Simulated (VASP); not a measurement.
# CaBr (Cmmm) in VASP: single point with PBE

Aim: the single point of CaBr with PBE.

Program: VASP 6.6.1. These are calculated values, not measurements. Logs are shortened: lines on timing, memory, paths and dates and some standing lists are left out, and cuts for length are marked.

### Step 1. The cell of the first run

Symmetry: Cmmm, No. 65, orthorhombic system. The conventional cell has a = 4.254 Å, b = 6.072 Å, c = 6.028 Å, α = 90.00°, β = 90.00°, γ = 90.00°. Within 4.8 Å of Ca (site symmetry mmm) lie 8 Br at 3.69 to 4.28 Å and 6 Ca at 3.71 to 4.25 Å. Within 4.8 Å of Br (site symmetry mmm) lie 8 Ca at 3.69 to 4.28 Å and 6 Br at 3.71 to 4.25 Å.

The cell was generated, and may not be a known phase.

### Step 2. Single point, PBE

Input file INCAR:

```
SYSTEM = CaBr
PREC = Accurate
ENCUT = 520
EDIFF = 1E-6
ISMEAR = 0
SIGMA = 0.1
LREAL = .False.
LASPH = .True.
NELM = 100
ALGO = Normal
ISIF = 2
LWAVE = .False.
LCHARG = .False.
GGA = PE
NBANDS = 16
```

Input file KPOINTS:

```
regular mesh
0
Gamma
  6 6 4
  0 0 0
```

Input file POSCAR:

```
CaBr
1.0
    2.1268139700     -3.0360961200      0.0000000000
    2.1268139700      3.0360961200      0.0000000000
    0.0000000000      0.0000000000      6.0284332600
Ca Br
1 1
Direct
    0.0000000000      0.0000000000      0.0000000000
    0.5000000000      0.5000000000      0.5000000000
```

Potentials or basis: VASP PAW PBE potentials, release 64 (Ca_sv, Br).

Command:

```
$ cat potpaw_PBE.64/Ca_sv/POTCAR potpaw_PBE.64/Br/POTCAR > POTCAR
$ mpirun -np 1 vasp_std > vasp.out
```

OUTCAR:

```text
SYSTEM = CaBr
   PREC = Accurate
   ENCUT = 520
   EDIFF = 1E-6
   ISMEAR = 0
   LREAL = .False.
   LASPH = .True.
   NELM = 100
   ISIF = 2
   GGA = PE

 ion  position               nearest neighbor table
   1  0.000  0.000  0.000-
   2  0.500  0.500  0.500-

  LATTYP: Found a base centered orthorhombic cell.
 ALAT       =     4.2536279400
 B/A-ratio  =     1.4275325265
 C/A-ratio  =     1.4172450776

  Lattice vectors:

 A1 = (   2.1268139700,  -3.0360961200,   0.0000000000)
 A2 = (   2.1268139700,   3.0360961200,   0.0000000000)
 A3 = (   0.0000000000,   0.0000000000,   6.0284332600)

Analysis of symmetry for initial positions (statically):
=====================================================================
 Subroutine PRICEL returns:
 Original cell was already a primitive cell.

 Routine SETGRP: Setting up the symmetry group for a
 base centered orthorhombic supercell.

 Subroutine GETGRP returns: Found  8 space group operations
 (whereof  8 operations were pure point group operations)
 out of a pool of  8 trial point group operations.

The static configuration has the point symmetry D_2h.

Analysis of symmetry for dynamics (positions and initial velocities):
=====================================================================
 Subroutine PRICEL returns:
 Original cell was already a primitive cell.

 Routine SETGRP: Setting up the symmetry group for a
 base centered orthorhombic supercell.

 Subroutine GETGRP returns: Found  8 space group operations
 (whereof  8 operations were pure point group operations)
 out of a pool of  8 trial point group operations.

The dynamic configuration has the point symmetry D_2h.

 Subroutine INISYM returns: Found  8 space group operations
 (whereof  8 operations are pure point group operations),
 and found     1 'primitive' translations

----------------------------------------------------------------------------------------

                                     Primitive cell

  volume of cell :      77.8537

  direct lattice vectors                    reciprocal lattice vectors
     2.126813970 -3.036096120  0.000000000     0.235093434 -0.164685168  0.000000000
     2.126813970  3.036096120  0.000000000     0.235093434  0.164685168  0.000000000
     0.000000000  0.000000000  6.028433260     0.000000000  0.000000000  0.165880579

  length of vectors
     3.706914797  3.706914797  6.028433260     0.287036805  0.287036805  0.165880579

  position of ions in fractional coordinates (direct lattice)
     0.000000000  0.000000000  0.000000000
     0.500000000  0.500000000  0.500000000

  ion indices of the primitive-cell ions
   primitive index   ion index
                 1           1
                 2           2

----------------------------------------------------------------------------------------

 KPOINTS: regular mesh

Automatic generation of k-mesh.
 Grid dimensions read from file:
 generate k-points for:    6    6    4

 Generating k-lattice:

  Cartesian coordinates                     Fractional coordinates (reciprocal lattice)
     0.039182239 -0.027447528  0.000000000     0.166666667 -0.000000000  0.000000000
     0.039182239  0.027447528  0.000000000    -0.000000000  0.166666667  0.000000000
     0.000000000  0.000000000  0.041470145     0.000000000  0.000000000  0.250000000

  Length of vectors
     0.047839467  0.047839467  0.041470145

  Shift w.r.t. Gamma in fractional coordinates (k-lattice)
     0.000000000  0.000000000  0.000000000

 Subroutine IBZKPT returns following result:
 ===========================================

 Found     39 irreducible k-points:

 Following reciprocal coordinates:
            Coordinates               Weight
  0.000000  0.000000  0.000000      1.000000
  0.166667  0.000000  0.000000      4.000000
  0.333333 -0.000000  0.000000      4.000000
  0.500000 -0.000000  0.000000      2.000000
  0.166667  0.166667  0.000000      2.000000
  0.333333  0.166667  0.000000      4.000000
[... 16 lines left out ...]
  0.333333  0.333333  0.250000      4.000000
  0.500000  0.333333  0.250000      8.000000
 [... further k-points ...]
   k-points           NKPTS =     39   k-points in BZ     NKDIM =     39   number of bands    NBANDS=     16
   number of dos      NEDOS =    301   number of ions     NIONS =      2
   total plane-waves  NPLWV =  37632
   dimension x,y,z NGX =    28 NGY =   28 NGZ =   48
   dimension x,y,z NGXF=    56 NGYF=   56 NGZF=   96
   ions per type =               1   1
   NGX,Y,Z   is equivalent  to a cutoff of  12.56, 12.56, 13.24 a.u.
   NGXF,Y,Z  is equivalent  to a cutoff of  25.11, 25.11, 26.47 a.u.
 SYSTEM =  CaBr
   PREC   = accura    normal or accurate (medium, high low for compatibility)
   ISTART =      0    job   : 0-new  1-cont  2-samecut
   ICHARG =      2    charge: 1-file 2-atom 10-const
   ISPIN  =      1    spin polarized calculation?
   LNONCOLLINEAR =      F non collinear calculations
   LSORBIT =      F    spin-orbit coupling
   LASPH  =      T    aspherical Exc in radial PAW
   ENCUT  =  520.0 eV  38.22 Ry    6.18 a.u.   6.89  6.89 11.21*2*pi/ulx,y,z
   NELM   =    100;   NELMIN=  2; NELMDL= -5     # of ELM steps
   EDIFF  = 0.1E-05   stopping-criterion for ELM
   LREAL  =      F    real-space projection
[... 7 lines left out ...]
   TEBEG  =    0.0;   TEEND  =   0.0 temperature during run
   PSTRESS=    0.0 pullay stress
   NELECT =      17.0000    total number of electrons
   NUPDOWN=      -1.0000    fix difference up-down
   EMIN   =  10.00;   EMAX   =-10.00  energy-range for DOS
   EFERMI =   0.00;   METHOD = LEGACY
   ISMEAR =     0;   SIGMA  =   0.10  broadening in eV -4-tet -1-fermi 0-gaus
   EFERMI_NEDOS =   21; number of points for ismear=-14 and -15
   IALGO  =     38    algorithm
   IMIX   =      4    mixing-type and parameters
     AMIX     =   0.40;   BMIX     =  1.00
     AMIX_MAG =   1.60;   BMIX_MAG =  1.00
  volume/ion in A,a.u.               =      38.93       262.69
  Fermi-wavevector in a.u.,A,eV,Ry     =   0.985821  1.862931 13.222722  0.971843
  Thomas-Fermi vector in A             =   2.117156
   LORBIT       =      0    0 simple, 1 ext, 2 COOP (PROOUT), +10 PAW based schemes
   GGA     = PE    functional components
   LHFCALC =     F    Hartree Fock is set to
   AEXX    =    0.0000 exact exchange contribution
   IVDW    =     0    specifies the selected vdW correction
   LEPSILON=     F    determine dielectric tensor
   LRPA    =     F    only Hartree local field effects (RPA)
 non-spin polarized calculation
 Gauss-broadening in eV      SIGMA  =   0.10
  energy-cutoff  :      520.00
  volume of cell :       77.85
 maximum number of plane-waves:      2112
   NGX = 13   NGY = 13   NGZ = 23

 number of electron      16.9999997 magnetization

 Free energy of the ion-electron system (eV)
  ---------------------------------------------------
  ext. energy  EPLUGINS =         0.00000000
  ---------------------------------------------------
  free energy    TOTEN  =        -5.03102575 eV

  energy without entropy =       -5.02613398  energy(sigma->0) =       -5.02857987

 E-fermi :   1.4357     XC(G=0):  -7.6732

 val. band max:        1.4188547318   @ k =   0.5000  -0.0000   0.2500
 cond. band min:       1.4939563527   @ k =   0.1667   0.1667   0.5000
 fundamental gap:      0.0751016209
 Fermi energy:         1.4357289426

 k-point     1 :       0.0000    0.0000    0.0000
  band No.  band energies     occupation
      1     -41.2955      2.00000
      2     -22.2171      2.00000
      3     -22.2133      2.00000
      4     -22.2073      2.00000
      5     -12.9626      2.00000
      6      -1.9152      2.00000
[... 8 lines left out ...]
     15       6.8463      0.00000
     16       8.3228      0.00000

 k-point     2 :       0.1667    0.0000    0.0000
  band No.  band energies     occupation
      1     -41.2930      2.00000
      2     -22.2471      2.00000
      3     -22.2163      2.00000
      4     -22.2038      2.00000
      5     -12.8893      2.00000
      6      -1.8106      2.00000
[... 8 lines left out ...]
     15       6.7325      0.00000
     16       8.8031      0.00000

 k-point     3 :       0.3333   -0.0000    0.0000
  band No.  band energies     occupation
      1     -41.2879      2.00000
      2     -22.3104      2.00000
      3     -22.2185      2.00000
      4     -22.1969      2.00000
      5     -12.7352      2.00000
      6      -1.6856      2.00000
[... 8 lines left out ...]
     15       6.0732      0.00000
     16       7.4423      0.00000

 k-point     4 :       0.5000   -0.0000    0.0000
  band No.  band energies     occupation
      1     -41.2854      2.00000
      2     -22.3417      2.00000
      3     -22.2195      2.00000
      4     -22.1934      2.00000
      5     -12.6540      2.00000
      6      -2.1269      2.00000
[... 8 lines left out ...]
     15       5.5994      0.00000
     16       6.3015      0.00000

 k-point     5 :       0.1667    0.1667    0.0000
  band No.  band energies     occupation
      1     -41.2901      2.00000
      2     -22.2536      2.00000
      3     -22.2491      2.00000
      4     -22.1997      2.00000
      5     -12.7952      2.00000
      6      -1.6822      2.00000
[... 8 lines left out ...]
     15       6.4681      0.00000
     16       8.5527      0.00000

 k-point     6 :       0.3333    0.1667    0.0000
  band No.  band energies     occupation
      1     -41.2854      2.00000
      2     -22.3117      2.00000
      3     -22.2500      2.00000
      4     -22.1934      2.00000
      5     -12.6567      2.00000
      6      -1.7304      2.00000
[... 8 lines left out ...]
     15       6.2851      0.00000
     16       6.8393      0.00000
[... 267 lines left out ...]
 k-point    21 :      -0.3333    0.1667    0.2500
  band No.  band energies     occupation
      1     -41.2863      2.00000
      2     -22.3061      2.00000
      3     -22.2366      2.00000
      4     -22.1956      2.00000
      5     -12.7137      2.00000
      6      -1.8002      2.00000
[... 8 lines left out ...]
     15       6.7766      0.00000
     16       8.1759      0.00000

 k-point    22 :      -0.1667    0.1667    0.2500
  band No.  band energies     occupation
      1     -41.2911      2.00000
      2     -22.2512      2.00000
      3     -22.2324      2.00000
      4     -22.2020      2.00000
      5     -12.8466      2.00000
      6      -2.1897      2.00000
[... 8 lines left out ...]
     15       6.4499      0.00000
     16       9.1522      0.00000

 k-point    23 :       0.3333    0.3333    0.2500
  band No.  band energies     occupation
      1     -41.2813      2.00000
      2     -22.3240      2.00000
      3     -22.2838      2.00000
      4     -22.1886      2.00000
      5     -12.5557      2.00000
      6      -1.3593      2.00000
[... 8 lines left out ...]
     15       6.6856      0.00000
     16       7.2104      0.00000

 k-point    24 :       0.5000    0.3333    0.2500
  band No.  band energies     occupation
      1     -41.2797      2.00000
      2     -22.3471      2.00000
      3     -22.2742      2.00000
      4     -22.1871      2.00000
      5     -12.5330      2.00000
      6      -1.6844      2.00000
[... 8 lines left out ...]
     15       6.4821      0.00000
     16       7.1329      0.00000

 [... further k-points ...]
[... 5 lines left out ...]
  --------------------------------------------------------------------------------------
  -------------------------------------------------------------------------------------
  Total       -0.3516063      1.7841142     -5.6475443      0.0000000      0.0000000      0.0000000
  in kB       -7.2358198     36.7158653   -116.2226450      0.0000000      0.0000000      0.0000000
  external PRESSURE =     -28.9141998 kB  Pullay stress =       0.0000000 kB

 VOLUME and BASIS-vectors are now :
 -----------------------------------------------------------------------------
  energy-cutoff  :      520.00
  volume of cell :       77.85
      direct lattice vectors                 reciprocal lattice vectors
     2.126813970 -3.036096120  0.000000000     0.235093434 -0.164685168  0.000000000
     2.126813970  3.036096120  0.000000000     0.235093434  0.164685168  0.000000000
     0.000000000  0.000000000  6.028433260     0.000000000  0.000000000  0.165880579

 POSITION                                       TOTAL-FORCE (eV/Angst)
 -----------------------------------------------------------------------------------
      0.00000      0.00000      0.00000         0.000000      0.000000      0.000000
      2.12681      0.00000      3.01422        -0.000000      0.000000      0.000000
 -----------------------------------------------------------------------------------
    total drift:                                0.000000      0.000000      0.000000

  FREE ENERGIE OF THE ION-ELECTRON SYSTEM (eV)
  ---------------------------------------------------
  free  energy   TOTEN  =        -5.0310257524 eV

  energy  without entropy=       -5.0261339782  energy(sigma->0) =       -5.02857987
```

It took 51 s on 1 thread of AMD EPYC 7R13, shared host; peak memory 0.18 GiB.

Results:

```
Free energy            : -5.0310 eV
Pressure               : -2.9 GPa
Band gap on the k mesh : zero (an odd number of electrons rules out a gap without spin polarisation)
```

Stress tensor (GPa, compression positive):
```
 -0.72   0.00   0.00
  0.00   3.67   0.00
  0.00   0.00 -11.62
```

Caveat: the stress differs along the axes, from -12 to 4 GPa; an odd number of electrons without spin polarisation forces a metal; a magnetic or distorted state may lie lower.

The gap in the log of VASP goes by the Fermi energy; the results here count the filled bands.